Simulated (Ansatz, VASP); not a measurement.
**Zn4Se3S: VASP beside Ansatz**

```
Zn Se S
1.0
     3.99922    0.00000    0.00000
    -1.99961    3.46343    0.00000
     0.00000    0.00000   13.10579
Zn Se S
4 3 1
Direct
  0.00000 0.00000 0.00805
  0.00000 0.00000 0.49785
  0.33333 0.66667 0.24228
  0.66667 0.33333 0.75262
  0.00000 0.00000 0.68684
  0.33333 0.66667 0.43233
  0.66667 0.33333 0.94206
  0.00000 0.00000 0.18797
```

Alike in both runs: task single point; functional PBE; k mesh 6 × 6 × 1; occupations gaussian, width 0.1 eV; no spin polarisation.

|  | VASP | Ansatz |
| --- | --- | --- |
| version | VASP 6.6.1 | Ansatz 0.2.0 |
| potentials or method | VASP PAW PBE potentials, release 64 (Zn, Se, S), cutoff 520 eV | scalar-relativistic, plane waves, PAW |
| valence electrons in the cell | 72 | 102 |

|  | VASP | Ansatz | Ansatz less VASP |
| --- | --- | --- | --- |
| gap on the k mesh at the Fermi level (eV) | 1.23 | 1.23 | 0.000 |
| least direct gap on the mesh (eV) | 1.23 | 1.23 | 0.000 |
| pressure (GPa) | 0.2 | 0.0 | -0.20 |
| traceless stress, the component that is largest in VASP (GPa) | -0.08 | -0.08 | +0.006 |
| rms of the force components (eV/Å) | 0.007 | 0.006 | -0.0009 |

Atom by atom the forces differ by 0.002 eV/Å (rms over components). With one functional, cell and mesh, what is left measures potentials, basis and numerics. VASP's potentials hold 72 valence electrons a cell and Ansatz's 102, so a difference there can come from the potentials and not from the codes.

The k mesh is coarse, so the values compare programs but aren't converged.
